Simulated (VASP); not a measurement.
# Ca2C (Fm-3m) in VASP: a series of runs

Ca2C is run at these levels: r2SCAN, PBE; tasks: single point.

Program: VASP 6.6.1. These are calculated values, not measurements. Logs are shortened: lines on timing, memory, paths and dates and some standing lists are left out, and cuts for length are marked.

### Step 1. The cell of the first run

It takes space group Fm-3m (No. 225, cubic). Conventional cell: a = 6.319 Å, b = 6.319 Å, c = 6.319 Å, α = 90.00°, β = 90.00°, γ = 90.00°. Within 3.6 Å of C (site symmetry m-3m) lie 8 Ca at 2.74 Å. Within 3.6 Å of Ca (site symmetry -43m) lie 4 C at 2.74 Å and 6 Ca at 3.16 Å.

### Step 2. Single point, r2SCAN (21.03 Å³/atom)

Input file POSCAR:

```
Ca2C
1.0
    0.0000000000      3.1595584424      3.1595584424
    3.1595584424      0.0000000000      3.1595584424
    3.1595584424      3.1595584424      0.0000000000
C Ca
1 2
Direct
    0.0000000000      0.0000000000      0.0000000000
    0.2500000000      0.2500000000      0.2500000000
    0.7500000000      0.7500000000      0.7500000000
```

Input file INCAR.step1:

```
SYSTEM = Ca2C
PREC = Accurate
ENCUT = 520
ISMEAR = 0
SIGMA = 0.01
LREAL = .False.
LASPH = .True.
NELM = 80
NBANDS = 19
GGA = PE
ALGO = Normal
EDIFF = 1E-4
LWAVE = .True.
LCHARG = .False.
```

Input file INCAR.step2:

```
SYSTEM = Ca2C
PREC = Accurate
ENCUT = 520
EDIFF = 1E-7
ISMEAR = 0
SIGMA = 0.01
LREAL = .False.
LASPH = .True.
NELM = 80
ALGO = Normal
ISIF = 2
LWAVE = .False.
LCHARG = .True.
METAGGA = R2SCAN
LMIXTAU = .True.
LELF = .True.
LVHAR = .True.
NBANDS = 19
ISTART = 1
```

Input file KPOINTS:

```
regular mesh
0
Gamma
  6 6 6
  0 0 0
```

Potentials or basis: VASP PAW PBE potentials, release 64 (C, Ca_sv).

Run with:

```
> cat potpaw_PBE.64/C/POTCAR potpaw_PBE.64/Ca_sv/POTCAR > POTCAR
> cp INCAR.step1 INCAR
> mpirun -np 1 vasp_std > vasp.out
> cp INCAR.step2 INCAR
> mpirun -np 1 vasp_std > vasp.out
```

OUTCAR:

```text
SYSTEM = Ca2C
   PREC = Accurate
   ENCUT = 520
   EDIFF = 1E-7
   ISMEAR = 0
   LREAL = .False.
   LASPH = .True.
   NELM = 80
   ISIF = 2
   METAGGA = R2SCAN
   ISTART = 1

 ion  position               nearest neighbor table
   1  0.000  0.000  0.000-
   2  0.250  0.250  0.250-   3 3.16   3 3.16   3 3.16   3 3.16   3 3.16   3 3.16
   3  0.750  0.750  0.750-   2 3.16   2 3.16   2 3.16   2 3.16   2 3.16   2 3.16

  LATTYP: Found a face centered cubic cell.
 ALAT       =     6.3191168848

  Lattice vectors:

 A1 = (   0.0000000000,   3.1595584424,   3.1595584424)
 A2 = (   3.1595584424,   0.0000000000,   3.1595584424)
 A3 = (   3.1595584424,   3.1595584424,   0.0000000000)

Analysis of symmetry for initial positions (statically):
=====================================================================
 Subroutine PRICEL returns:
 Original cell was already a primitive cell.

 Routine SETGRP: Setting up the symmetry group for a
 face centered cubic supercell.

 Subroutine GETGRP returns: Found 48 space group operations
 (whereof 48 operations were pure point group operations)
 out of a pool of 48 trial point group operations.

The static configuration has the point symmetry O_h .

Analysis of symmetry for dynamics (positions and initial velocities):
=====================================================================
 Subroutine PRICEL returns:
 Original cell was already a primitive cell.

 Routine SETGRP: Setting up the symmetry group for a
 face centered cubic supercell.

 Subroutine GETGRP returns: Found 48 space group operations
 (whereof 48 operations were pure point group operations)
 out of a pool of 48 trial point group operations.

The dynamic configuration has the point symmetry O_h .

 Subroutine INISYM returns: Found 48 space group operations
 (whereof 48 operations are pure point group operations),
 and found     1 'primitive' translations

----------------------------------------------------------------------------------------

                                     Primitive cell

  volume of cell :      63.0825

  direct lattice vectors                    reciprocal lattice vectors
     0.000000000  3.159558442  3.159558442    -0.158249961  0.158249961  0.158249961
     3.159558442  0.000000000  3.159558442     0.158249961 -0.158249961  0.158249961
     3.159558442  3.159558442  0.000000000     0.158249961  0.158249961 -0.158249961

  length of vectors
     4.468290400  4.468290400  4.468290400     0.274096973  0.274096973  0.274096973

  position of ions in fractional coordinates (direct lattice)
     0.000000000  0.000000000  0.000000000
     0.250000000  0.250000000  0.250000000
     0.750000000  0.750000000  0.750000000

  ion indices of the primitive-cell ions
   primitive index   ion index
                 1           1
                 2           2
                 3           3

----------------------------------------------------------------------------------------

 KPOINTS: regular mesh

Automatic generation of k-mesh.
 Grid dimensions read from file:
 generate k-points for:    6    6    6

 Generating k-lattice:

  Cartesian coordinates                     Fractional coordinates (reciprocal lattice)
    -0.026374993  0.026374993  0.026374993     0.166666667  0.000000000  0.000000000
     0.026374993 -0.026374993  0.026374993     0.000000000  0.166666667  0.000000000
     0.026374993  0.026374993 -0.026374993     0.000000000  0.000000000  0.166666667

  Length of vectors
     0.045682829  0.045682829  0.045682829

  Shift w.r.t. Gamma in fractional coordinates (k-lattice)
     0.000000000  0.000000000  0.000000000

 Subroutine IBZKPT returns following result:
 ===========================================

 Found     16 irreducible k-points:

 Following reciprocal coordinates:
            Coordinates               Weight
  0.000000  0.000000  0.000000      1.000000
  0.166667  0.000000  0.000000      8.000000
  0.333333  0.000000  0.000000      8.000000
  0.500000  0.000000  0.000000      4.000000
  0.166667  0.166667  0.000000      6.000000
  0.333333  0.166667  0.000000     24.000000
[... 8 lines left out ...]
 -0.333333  0.333333  0.166667     24.000000
 -0.333333  0.500000  0.166667     12.000000
   k-points           NKPTS =     16   k-points in BZ     NKDIM =     16   number of bands    NBANDS=     19
   number of dos      NEDOS =    301   number of ions     NIONS =      3
   total plane-waves  NPLWV =  46656
   dimension x,y,z NGX =    36 NGY =   36 NGZ =   36
   dimension x,y,z NGXF=    72 NGYF=   72 NGZF=   72
   ions per type =               1   2
   NGX,Y,Z   is equivalent  to a cutoff of  13.39, 13.39, 13.39 a.u.
   NGXF,Y,Z  is equivalent  to a cutoff of  26.79, 26.79, 26.79 a.u.
 SYSTEM =  Ca2C
   PREC   = accura    normal or accurate (medium, high low for compatibility)
   ISTART =      1    job   : 0-new  1-cont  2-samecut
   ICHARG =      0    charge: 1-file 2-atom 10-const
   ISPIN  =      1    spin polarized calculation?
   LNONCOLLINEAR =      F non collinear calculations
   LSORBIT =      F    spin-orbit coupling
   LASPH  =      T    aspherical Exc in radial PAW
   ENCUT  =  520.0 eV  38.22 Ry    6.18 a.u.   8.31  8.31  8.31*2*pi/ulx,y,z
   NELM   =     80;   NELMIN=  2; NELMDL=  0     # of ELM steps
   EDIFF  = 0.1E-06   stopping-criterion for ELM
   LREAL  =      F    real-space projection
   EDIFFG = 0.1E-05   stopping-criterion for IOM
   NSW    =      0    number of steps for IOM
   IBRION =     -1    ionic relax: 0-MD 1-quasi-New 2-CG
   NFREE  =      0    steps in history (QN), initial steepest desc. (CG)
   ISIF   =      2    stress and relaxation
   ISYM   =      2    0-nonsym 1-usesym 2-fastsym
   POTIM  = 0.5000    time-step for ionic-motion
   TEBEG  =    0.0;   TEEND  =   0.0 temperature during run
   PSTRESS=    0.0 pullay stress
   NELECT =      24.0000    total number of electrons
   NUPDOWN=      -1.0000    fix difference up-down
   EMIN   =  10.00;   EMAX   =-10.00  energy-range for DOS
   EFERMI =   0.00;   METHOD = LEGACY
   ISMEAR =     0;   SIGMA  =   0.01  broadening in eV -4-tet -1-fermi 0-gaus
   EFERMI_NEDOS =   21; number of points for ismear=-14 and -15
   IALGO  =     38    algorithm
   IMIX   =      4    mixing-type and parameters
     AMIX     =   0.40;   BMIX     =  1.00
     AMIX_MAG =   1.60;   BMIX_MAG =  1.00
  volume/ion in A,a.u.               =      21.03       141.90
  Fermi-wavevector in a.u.,A,eV,Ry     =   1.186248  2.241684 19.145907  1.407184
  Thomas-Fermi vector in A             =   2.322425
   LORBIT       =      0    0 simple, 1 ext, 2 COOP (PROOUT), +10 PAW based schemes
   METAGGA = R2SCAN    functional components
   LHFCALC =     F    Hartree Fock is set to
   AEXX    =    0.0000 exact exchange contribution
   IVDW    =     0    specifies the selected vdW correction
   LEPSILON=     F    determine dielectric tensor
   LRPA    =     F    only Hartree local field effects (RPA)
 non-spin polarized calculation
 Gauss-broadening in eV      SIGMA  =   0.01
  energy-cutoff  :      520.00
  volume of cell :       63.08
 maximum number of plane-waves:      1724
 NGX is ok and might be reduce to    36
   NGX = 17   NGY = 17   NGZ = 17

 number of electron      24.0000000 magnetization

 Free energy of the ion-electron system (eV)
  ---------------------------------------------------
  ext. energy  EPLUGINS =         0.00000000
  ---------------------------------------------------
  free energy    TOTEN  =       -23.29777551 eV

  energy without entropy =      -23.29777551  energy(sigma->0) =      -23.29777551

 E-fermi :   3.2242     XC(G=0):  -9.8499

 val. band max:        3.0488730611   @ k =   0.5000   0.5000   0.0000
 cond. band min:       3.4825235308   @ k =   0.5000   0.5000   0.0000
 fundamental gap:      0.4336504697
 Fermi energy:         3.2242481735

 k-point     1 :       0.0000    0.0000    0.0000
  band No.  band energies     occupation
      1     -38.9836      2.00000
      2     -38.7964      2.00000
      3     -19.2588      2.00000
      4     -19.2588      2.00000
      5     -19.2588      2.00000
      6     -18.8639      2.00000
[... 11 lines left out ...]
     18       9.2394      0.00000
     19       9.9860      0.00000

 k-point     2 :       0.1667    0.0000    0.0000
  band No.  band energies     occupation
      1     -38.9705      2.00000
      2     -38.8084      2.00000
      3     -19.2443      2.00000
      4     -19.2356      2.00000
      5     -19.2356      2.00000
      6     -18.9066      2.00000
[... 11 lines left out ...]
     18       8.8944      0.00000
     19      10.0810      0.00000

 k-point     3 :       0.3333    0.0000    0.0000
  band No.  band energies     occupation
      1     -38.9352      2.00000
      2     -38.8417      2.00000
      3     -19.1986      2.00000
      4     -19.1698      2.00000
      5     -19.1698      2.00000
      6     -19.0078      2.00000
[... 11 lines left out ...]
     18       8.2684      0.00000
     19       8.7470      0.00000

 k-point     4 :       0.5000    0.0000    0.0000
  band No.  band energies     occupation
      1     -38.8879      2.00000
      2     -38.8879      2.00000
      3     -19.1290      2.00000
      4     -19.1048      2.00000
      5     -19.0785      2.00000
      6     -19.0784      2.00000
[... 11 lines left out ...]
     18       7.9058      0.00000
     19       8.0293      0.00000

 k-point     5 :       0.1667    0.1667    0.0000
  band No.  band energies     occupation
      1     -38.9672      2.00000
      2     -38.8113      2.00000
      3     -19.2818      2.00000
      4     -19.2818      2.00000
      5     -19.1370      2.00000
      6     -19.0195      2.00000
[... 11 lines left out ...]
     18       8.7864      0.00000
     19       8.9665      0.00000

 k-point     6 :       0.3333    0.1667    0.0000
  band No.  band energies     occupation
      1     -38.9423      2.00000
      2     -38.8343      2.00000
      3     -19.2816      2.00000
      4     -19.2742      2.00000
      5     -19.1597      2.00000
      6     -19.0224      2.00000
[... 11 lines left out ...]
     18       7.9795      0.00000
     19       9.1665      0.00000

 k-point     7 :       0.5000    0.1667    0.0000
  band No.  band energies     occupation
      1     -38.9032      2.00000
      2     -38.8720      2.00000
      3     -19.2737      2.00000
      4     -19.2315      2.00000
      5     -19.2110      2.00000
      6     -18.9591      2.00000
[... 11 lines left out ...]
     18       8.4422      0.00000
     19       8.7061      0.00000

 k-point     8 :      -0.3333    0.1667    0.0000
  band No.  band energies     occupation
      1     -38.9148      2.00000
      2     -38.8608      2.00000
      3     -19.3217      2.00000
      4     -19.1389      2.00000
      5     -19.1063      2.00000
      6     -19.0657      2.00000
[... 80 lines left out ...]
 k-point    12 :      -0.3333    0.3333    0.0000
  band No.  band energies     occupation
      1     -38.8871      2.00000
      2     -38.8871      2.00000
      3     -19.4089      2.00000
      4     -19.2549      2.00000
      5     -19.2314      2.00000
      6     -18.9414      2.00000
[... 11 lines left out ...]
     18       8.4838      0.00000
     19       8.8518      0.00000

 k-point    13 :       0.5000    0.5000    0.0000
  band No.  band energies     occupation
      1     -38.9178      2.00000
      2     -38.8556      2.00000
      3     -19.4624      2.00000
      4     -19.3497      2.00000
      5     -19.3497      2.00000
      6     -18.8076      2.00000
[... 11 lines left out ...]
     18       8.5133      0.00000
     19       8.5134      0.00000

 k-point    14 :       0.5000    0.3333    0.1667
  band No.  band energies     occupation
      1     -38.9187      2.00000
      2     -38.8563      2.00000
      3     -19.3556      2.00000
      4     -19.2929      2.00000
      5     -19.1985      2.00000
      6     -18.9651      2.00000
[... 11 lines left out ...]
     18       8.8144      0.00000
     19       8.8495      0.00000

 k-point    15 :      -0.3333    0.3333    0.1667
  band No.  band energies     occupation
      1     -38.8871      2.00000
      2     -38.8871      2.00000
      3     -19.3746      2.00000
      4     -19.3526      2.00000
      5     -19.0855      2.00000
      6     -19.0851      2.00000
[... 11 lines left out ...]
     18       8.3743      0.00000
     19       8.9064      0.00000

 k-point    16 :      -0.3333    0.5000    0.1667
  band No.  band energies     occupation
      1     -38.9023      2.00000
      2     -38.8712      2.00000
      3     -19.4363      2.00000
      4     -19.3764      2.00000
      5     -19.2184      2.00000
      6     -18.9476      2.00000
[... 11 lines left out ...]
     18       8.0214      0.00000
     19       8.8612      0.00000

------------------------ aborting loop because EDIFF is reached ----------------------------------------

  FORCE on cell =-STRESS in cart. coord.  units (eV):
  Direction    XX          YY          ZZ          XY          YZ          ZX
  --------------------------------------------------------------------------------------
  -------------------------------------------------------------------------------------
  Total       -0.4924382     -0.4924382     -0.4924382      0.0000000      0.0000000     -0.0000000
  in kB      -12.5070001    -12.5070001    -12.5070001      0.0000000      0.0000000     -0.0000000
  external PRESSURE =     -12.5070001 kB  Pullay stress =       0.0000000 kB

 VOLUME and BASIS-vectors are now :
 -----------------------------------------------------------------------------
  energy-cutoff  :      520.00
  volume of cell :       63.08
      direct lattice vectors                 reciprocal lattice vectors
     0.000000000  3.159558442  3.159558442    -0.158249961  0.158249961  0.158249961
     3.159558442  0.000000000  3.159558442     0.158249961 -0.158249961  0.158249961
     3.159558442  3.159558442  0.000000000     0.158249961  0.158249961 -0.158249961

 POSITION                                       TOTAL-FORCE (eV/Angst)
 -----------------------------------------------------------------------------------
      0.00000      0.00000      0.00000         0.000000      0.000000      0.000000
      1.57978      1.57978      1.57978        -0.000000     -0.000000      0.000000
      4.73934      4.73934      4.73934         0.000000      0.000000     -0.000000
 -----------------------------------------------------------------------------------
    total drift:                                0.000000      0.000000      0.000000

  FREE ENERGIE OF THE ION-ELECTRON SYSTEM (eV)
  ---------------------------------------------------
  free  energy   TOTEN  =       -23.2977755066 eV

  energy  without entropy=      -23.2977755066  energy(sigma->0) =      -23.29777551
```

Run time: 3.4 min. Hardware: 1 thread of Intel Xeon 8259CL, shared host; peak memory 0.22 GiB.

What came out:

- Free energy: -23.2978 eV
- Pressure: -1.3 GPa
- Band gap on the k mesh: 0.43 eV

Caveat: the PAW data sets were made with another functional, which shifts forces and pressure a little.

(Continued in part 2 of 2.)
